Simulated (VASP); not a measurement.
# Sn (Fd-3m) in VASP: further runs

Runs on Sn. Level: PBEsol. Tasks: single point, relaxation of cell and atoms.

Program: VASP 6.6.1. These are calculated values, not measurements. Logs are shortened: lines on timing, memory, paths and dates and some standing lists are left out, and cuts for length are marked.

## 1. The cell of the first run

It takes space group Fd-3m (No. 227, cubic). Conventional cell: a = 6.540 Å, b = 6.540 Å, c = 6.540 Å, α = 90.00°, β = 90.00°, γ = 90.00°. Sn (site symmetry -43m) has 4 Sn at 2.83 Å within 3.7 Å.

## 2. Single point, PBEsol

INCAR reads:

```
PREC = Accurate
ENCUT = 520
EDIFF = 1E-7
ISMEAR = 0
SIGMA = 0.1
LREAL = False
LASPH = True
NELM = 100
ALGO = Normal
ISIF = 2
LWAVE = False
LCHARG = False
GGA = PS
NBANDS = 21
```

KPOINTS reads:

```
Automatic mesh
0
Gamma
  8 8 8
```

POSCAR reads:

```
Sn
1.0
    0.0000000000      3.2702167962      3.2702167962
    3.2702167962      0.0000000000      3.2702167962
    3.2702167962      3.2702167962      0.0000000000
Sn
2
Direct
    0.0000000000      0.0000000000      0.0000000000
    0.2500000000      0.2500000000      0.2500000000
```

Potentials or basis: VASP PAW PBE potentials, release 64 (Sn_d).

On the command line:

```sh
cat potpaw_PBE.64/Sn_d/POTCAR > POTCAR
mpirun -np 1 vasp_std > vasp.out
```

OUTCAR:

```text
PREC = Accurate
   ENCUT = 520
   EDIFF = 1E-7
   ISMEAR = 0
   LREAL = False
   LASPH = True
   NELM = 100
   ISIF = 2
   GGA = PS

 ion  position               nearest neighbor table
   1  0.000  0.000  0.000-   2 2.83   2 2.83   2 2.83   2 2.83
   2  0.250  0.250  0.250-   1 2.83   1 2.83   1 2.83   1 2.83

  LATTYP: Found a face centered cubic cell.
 ALAT       =     6.5404335924

  Lattice vectors:

 A1 = (   0.0000000000,   3.2702167962,   3.2702167962)
 A2 = (   3.2702167962,   0.0000000000,   3.2702167962)
 A3 = (   3.2702167962,   3.2702167962,   0.0000000000)

Analysis of symmetry for initial positions (statically):
=====================================================================
 Subroutine PRICEL returns:
 Original cell was already a primitive cell.

 Routine SETGRP: Setting up the symmetry group for a
 face centered cubic supercell.

 Subroutine GETGRP returns: Found 48 space group operations
 (whereof 24 operations were pure point group operations)
 out of a pool of 48 trial point group operations.

The static configuration has the point symmetry T_d .
 The point group associated with its full space group is O_h .

Analysis of symmetry for dynamics (positions and initial velocities):
=====================================================================
 Subroutine PRICEL returns:
 Original cell was already a primitive cell.

 Routine SETGRP: Setting up the symmetry group for a
 face centered cubic supercell.

 Subroutine GETGRP returns: Found 48 space group operations
 (whereof 24 operations were pure point group operations)
 out of a pool of 48 trial point group operations.

The dynamic configuration has the point symmetry T_d .
 The point group associated with its full space group is O_h .

 Subroutine INISYM returns: Found 48 space group operations
 (whereof 24 operations are pure point group operations),
 and found     1 'primitive' translations

----------------------------------------------------------------------------------------

                                     Primitive cell

  volume of cell :      69.9455

  direct lattice vectors                    reciprocal lattice vectors
     0.000000000  3.270216796  3.270216796    -0.152895062  0.152895062  0.152895062
     3.270216796  0.000000000  3.270216796     0.152895062 -0.152895062  0.152895062
     3.270216796  3.270216796  0.000000000     0.152895062  0.152895062 -0.152895062

  length of vectors
     4.624784945  4.624784945  4.624784945     0.264822016  0.264822016  0.264822016

  position of ions in fractional coordinates (direct lattice)
     0.000000000  0.000000000  0.000000000
     0.250000000  0.250000000  0.250000000

  ion indices of the primitive-cell ions
   primitive index   ion index
                 1           1
                 2           2

----------------------------------------------------------------------------------------

 KPOINTS: Automatic mesh

Automatic generation of k-mesh.
 Grid dimensions read from file:
 generate k-points for:    8    8    8

 Generating k-lattice:

  Cartesian coordinates                     Fractional coordinates (reciprocal lattice)
    -0.019111883  0.019111883  0.019111883     0.125000000  0.000000000  0.000000000
     0.019111883 -0.019111883  0.019111883     0.000000000  0.125000000  0.000000000
     0.019111883  0.019111883 -0.019111883     0.000000000  0.000000000  0.125000000

  Length of vectors
     0.033102752  0.033102752  0.033102752

  Shift w.r.t. Gamma in fractional coordinates (k-lattice)
     0.000000000  0.000000000  0.000000000

 Subroutine IBZKPT returns following result:
 ===========================================

 Found     29 irreducible k-points:

 Following reciprocal coordinates:
            Coordinates               Weight
  0.000000  0.000000  0.000000      1.000000
  0.125000  0.000000  0.000000      8.000000
  0.250000  0.000000  0.000000      8.000000
  0.375000  0.000000  0.000000      8.000000
  0.500000  0.000000  0.000000      4.000000
  0.125000  0.125000  0.000000      6.000000
[... 16 lines left out ...]
  0.500000  0.250000  0.125000     48.000000
 -0.375000  0.250000  0.125000     24.000000
 [... further k-points ...]
   k-points           NKPTS =     29   k-points in BZ     NKDIM =     29   number of bands    NBANDS=     21
   number of dos      NEDOS =    301   number of ions     NIONS =      2
   total plane-waves  NPLWV =  46656
   dimension x,y,z NGX =    36 NGY =   36 NGZ =   36
   dimension x,y,z NGXF=    72 NGYF=   72 NGZF=   72
   ions per type =               2
   NGX,Y,Z   is equivalent  to a cutoff of  12.94, 12.94, 12.94 a.u.
   NGXF,Y,Z  is equivalent  to a cutoff of  25.88, 25.88, 25.88 a.u.
 SYSTEM =  unknown system
   PREC   = accura    normal or accurate (medium, high low for compatibility)
   ISTART =      0    job   : 0-new  1-cont  2-samecut
   ICHARG =      2    charge: 1-file 2-atom 10-const
   ISPIN  =      1    spin polarized calculation?
   LNONCOLLINEAR =      F non collinear calculations
   LSORBIT =      F    spin-orbit coupling
   LASPH  =      T    aspherical Exc in radial PAW
   ENCUT  =  520.0 eV  38.22 Ry    6.18 a.u.   8.60  8.60  8.60*2*pi/ulx,y,z
   NELM   =    100;   NELMIN=  2; NELMDL= -5     # of ELM steps
   EDIFF  = 0.1E-06   stopping-criterion for ELM
   LREAL  =      F    real-space projection
   EDIFFG = 0.1E-05   stopping-criterion for IOM
   NSW    =      0    number of steps for IOM
   IBRION =     -1    ionic relax: 0-MD 1-quasi-New 2-CG
   NFREE  =      0    steps in history (QN), initial steepest desc. (CG)
   ISIF   =      2    stress and relaxation
   ISYM   =      2    0-nonsym 1-usesym 2-fastsym
   POTIM  = 0.5000    time-step for ionic-motion
   TEBEG  =    0.0;   TEEND  =   0.0 temperature during run
   PSTRESS=    0.0 pullay stress
   NELECT =      28.0000    total number of electrons
   NUPDOWN=      -1.0000    fix difference up-down
   EMIN   =  10.00;   EMAX   =-10.00  energy-range for DOS
   EFERMI =   0.00;   METHOD = LEGACY
   ISMEAR =     0;   SIGMA  =   0.10  broadening in eV -4-tet -1-fermi 0-gaus
   EFERMI_NEDOS =   21; number of points for ismear=-14 and -15
   IALGO  =     38    algorithm
   IMIX   =      4    mixing-type and parameters
     AMIX     =   0.40;   BMIX     =  1.00
     AMIX_MAG =   1.60;   BMIX_MAG =  1.00
  volume/ion in A,a.u.               =      34.97       236.01
  Fermi-wavevector in a.u.,A,eV,Ry     =   1.206538  2.280026 19.806459  1.455734
  Thomas-Fermi vector in A             =   2.342202
   LORBIT       =      0    0 simple, 1 ext, 2 COOP (PROOUT), +10 PAW based schemes
   GGA     = PS    functional components
   LHFCALC =     F    Hartree Fock is set to
   AEXX    =    0.0000 exact exchange contribution
   IVDW    =     0    specifies the selected vdW correction
   LEPSILON=     F    determine dielectric tensor
   LRPA    =     F    only Hartree local field effects (RPA)
 non-spin polarized calculation
 Gauss-broadening in eV      SIGMA  =   0.10
  energy-cutoff  :      520.00
  volume of cell :       69.95
 maximum number of plane-waves:      1895
 NGX is ok and might be reduce to    36
   NGX = 17   NGY = 17   NGZ = 17

 number of electron      27.9999986 magnetization

 Free energy of the ion-electron system (eV)
  ---------------------------------------------------
  ext. energy  EPLUGINS =         0.00000000
  ---------------------------------------------------
  free energy    TOTEN  =        -8.45700501 eV

  energy without entropy =       -8.45531948  energy(sigma->0) =       -8.45616225

 E-fermi :   5.1568     XC(G=0):  -8.9625

 val. band max:        5.1386028971   @ k =   0.5000   0.0000   0.0000
 cond. band min:       5.2369000725   @ k =   0.3750   0.0000   0.0000
 fundamental gap:      0.0982971754
 Fermi energy:         5.1568033514

 k-point     1 :       0.0000    0.0000    0.0000
  band No.  band energies     occupation
      1     -16.3078      2.00000
      2     -16.3078      2.00000
      3     -16.3078      2.00000
      4     -16.2506      2.00000
      5     -16.2506      2.00000
      6     -15.9577      2.00000
[... 13 lines left out ...]
     20      13.1588      0.00000
     21      13.1588      0.00000

 k-point     2 :       0.1250    0.0000    0.0000
  band No.  band energies     occupation
      1     -16.3179      2.00000
      2     -16.3179      2.00000
      3     -16.3042      2.00000
      4     -16.2364      2.00000
      5     -16.2364      2.00000
      6     -15.9794      2.00000
[... 13 lines left out ...]
     20      12.2812      0.00000
     21      12.2812      0.00000

 k-point     3 :       0.2500    0.0000    0.0000
  band No.  band energies     occupation
      1     -16.3319      2.00000
      2     -16.3319      2.00000
      3     -16.2953      2.00000
      4     -16.2133      2.00000
      5     -16.2133      2.00000
      6     -16.0004      2.00000
[... 13 lines left out ...]
     20      12.0672      0.00000
     21      12.0672      0.00000

 k-point     4 :       0.3750    0.0000    0.0000
  band No.  band energies     occupation
      1     -16.3399      2.00000
      2     -16.3399      2.00000
      3     -16.2859      2.00000
      4     -16.1980      2.00000
      5     -16.1980      2.00000
      6     -16.0125      2.00000
[... 13 lines left out ...]
     20      12.8726      0.00000
     21      12.8726      0.00000

 k-point     5 :       0.5000    0.0000    0.0000
  band No.  band energies     occupation
      1     -16.3421      2.00000
      2     -16.3421      2.00000
      3     -16.2819      2.00000
      4     -16.1933      2.00000
      5     -16.1933      2.00000
      6     -16.0157      2.00000
[... 13 lines left out ...]
     20      13.8919      0.00000
     21      13.9264      0.00000

 k-point     6 :       0.1250    0.1250    0.0000
  band No.  band energies     occupation
      1     -16.3160      2.00000
      2     -16.3160      2.00000
      3     -16.3148      2.00000
      4     -16.2389      2.00000
      5     -16.2211      2.00000
      6     -16.0084      2.00000
[... 13 lines left out ...]
     20      11.3105      0.00000
     21      13.3308      0.00000

 k-point     7 :       0.2500    0.1250    0.0000
  band No.  band energies     occupation
      1     -16.3352      2.00000
      2     -16.3274      2.00000
      3     -16.3015      2.00000
      4     -16.2204      2.00000
      5     -16.1946      2.00000
      6     -16.0369      2.00000
[... 13 lines left out ...]
     20      12.1429      0.00000
     21      12.9963      0.00000
[... 291 lines left out ...]
      1     -16.3772      2.00000
      2     -16.3569      2.00000
      3     -16.2263      2.00000
      4     -16.1475      2.00000
      5     -16.1146      2.00000
      6     -16.0957      2.00000
[... 13 lines left out ...]
     20      13.1992      0.00000
     21      15.8744      0.00000

 k-point    21 :       0.5000    0.5000    0.0000
  band No.  band energies     occupation
      1     -16.3565      2.00000
      2     -16.3565      2.00000
      3     -16.2276      2.00000
      4     -16.2276      2.00000
      5     -16.0989      2.00000
      6     -16.0989      2.00000
[... 13 lines left out ...]
     20      14.3063      0.00000
     21      15.5312      0.00000

 k-point    22 :       0.3750    0.2500    0.1250
  band No.  band energies     occupation
      1     -16.3455      2.00000
      2     -16.3444      2.00000
      3     -16.2823      2.00000
      4     -16.2026      2.00000
      5     -16.1662      2.00000
      6     -16.0668      2.00000
[... 13 lines left out ...]
     20      13.0687      0.00000
     21      13.4564      0.00000

 k-point    23 :       0.5000    0.2500    0.1250
  band No.  band energies     occupation
      1     -16.3631      2.00000
      2     -16.3523      2.00000
      3     -16.2522      2.00000
      4     -16.1819      2.00000
      5     -16.1485      2.00000
      6     -16.0801      2.00000
[... 13 lines left out ...]
     20      12.8969      0.00000
     21      14.1397      0.00000

 k-point    24 :      -0.3750    0.2500    0.1250
  band No.  band energies     occupation
      1     -16.3702      2.00000
      2     -16.3545      2.00000
      3     -16.2381      2.00000
      4     -16.1666      2.00000
      5     -16.1500      2.00000
      6     -16.0746      2.00000
[... 13 lines left out ...]
     20      13.6703      0.00000
     21      14.1810      0.00000

 [... further k-points ...]
[... 5 lines left out ...]
  --------------------------------------------------------------------------------------
  -------------------------------------------------------------------------------------
  Total       -0.0330184     -0.0330184     -0.0330184      0.0000000     -0.0000000     -0.0000000
  in kB       -0.7563230     -0.7563230     -0.7563230      0.0000000     -0.0000000     -0.0000000
  external PRESSURE =      -0.7563230 kB  Pullay stress =       0.0000000 kB

 VOLUME and BASIS-vectors are now :
 -----------------------------------------------------------------------------
  energy-cutoff  :      520.00
  volume of cell :       69.95
      direct lattice vectors                 reciprocal lattice vectors
     0.000000000  3.270216796  3.270216796    -0.152895062  0.152895062  0.152895062
     3.270216796  0.000000000  3.270216796     0.152895062 -0.152895062  0.152895062
     3.270216796  3.270216796  0.000000000     0.152895062  0.152895062 -0.152895062

 POSITION                                       TOTAL-FORCE (eV/Angst)
 -----------------------------------------------------------------------------------
      0.00000      0.00000      0.00000         0.000000      0.000000      0.000000
      1.63511      1.63511      1.63511        -0.000000     -0.000000     -0.000000
 -----------------------------------------------------------------------------------
    total drift:                                0.000000      0.000000      0.000000

  FREE ENERGIE OF THE ION-ELECTRON SYSTEM (eV)
  ---------------------------------------------------
  free  energy   TOTEN  =        -8.4570050121 eV

  energy  without entropy=       -8.4553194847  energy(sigma->0) =       -8.45616225
```

It took 90 s on 1 thread of Intel Xeon 8259CL, shared host; peak memory 0.18 GiB.

Results:

```yaml
Free_energy: -8.4570 eV
Pressure: -0.1 GPa
Band_gap_on_the_k_mesh: zero (band 14 reaches 5.33 eV, above the bottom of band 15 at 5.14 eV)
```

Caveat: the PAW data sets were made with another functional, which shifts forces and pressure a little; spin-orbit coupling is left out, which moves the levels of the heavy elements.

## 3. Relaxation of cell and atoms, PBEsol

This run uses another cell than the first one, of 33.80 Å³/atom, 0.967 times its volume.

INCAR reads:

```
SYSTEM = Sn
  PREC = Accurate
  ENCUT = 600
  EDIFF = 1E-7
  ISMEAR = 0
  SIGMA = 0.1
  LREAL = .FALSE.
  LASPH = .TRUE.
  NELM = 60
  ALGO = Normal
  ISIF = 3
  LWAVE = .FALSE.
  LCHARG = .FALSE.
  GGA = PS
  IBRION = 2
  NSW = 80
  EDIFFG = -0.02
```

KPOINTS reads:

```
regular mesh
0
G
  8 8 8
  0 0 0
```

POSCAR reads:

```
Sn
1.0
    0.0000000000      3.2333430000      3.2333430000
    3.2333430000      0.0000000000      3.2333430000
    3.2333430000      3.2333430000      0.0000000000
Sn
2
Direct
    0.0000000000      0.0000000000      0.0000000000
    0.2500000000      0.2500000000      0.2500000000
```

Potentials or basis: VASP PAW PBE potentials, release 64 (Sn_d).

On the command line:

```sh
cat potpaw_PBE.64/Sn_d/POTCAR > POTCAR
mpirun -np 1 vasp_std > vasp.out
```

Wall time 3.2 min (1 thread of Intel Xeon 8259CL, shared host); peak memory 0.23 GiB.

The run converged. Its results:

```
Free energy                            : -8.4573 eV
Relaxed volume                         : 34.94 Å³/atom
Relaxed cell                           : a = 4.623 Å, b = 4.623 Å, c = 4.623 Å, α = 60.00°, β = 60.00°, γ = 60.00°
Space group after relaxing (to 0.05 Å) : Fd-3m (No. 227)
Energy gained by relaxing              : 5.1 meV/atom
Ionic steps                            : 3
Pressure after relaxing                : 0.0 GPa
Band gap on the k mesh                 : zero (band 14 reaches 5.34 eV, above the bottom of band 15 at 5.15 eV)
```

Step by step:
```csv
step,energy change (eV),largest force (eV/Å),pressure (GPa),volume (Å³)
1,0.0000,0.0000,1.49,67.61
2,-0.0089,0.0000,-0.48,70.73
3,-0.0102,0.0000,-0.01,69.88
```

Final structure:
```
CELL_PARAMETERS angstrom
0.00000 3.26914 3.26914
3.26914 0.00000 3.26914
3.26914 3.26914 0.00000
ATOMIC_POSITIONS crystal
Sn 0.00000 0.00000 0.00000
Sn 0.25000 0.25000 0.25000
```

Levels at points of the mesh, in eV from the Fermi level:
```
           k point  band 10  band 11  band 12  band 13  band 14  band 15  band 16  band 17  band 18
(0.00, 0.00, 0.00)   -21.11   -10.39    -0.76     0.17     0.17     0.17     2.23     2.23     2.23
(0.50, 0.00, 0.00)   -21.06    -8.81    -6.15    -1.00    -1.00    -0.02     3.29     3.29     5.63
(0.50, 0.50, 0.00)   -21.04    -7.37    -7.37    -2.31    -2.31     0.87     0.87     7.65     7.65
```

Caveat: the PAW data sets were made with another functional, which shifts forces and pressure a little; spin-orbit coupling is left out, which moves the levels of the heavy elements. Zero-point motion and thermal expansion aren't in these numbers.
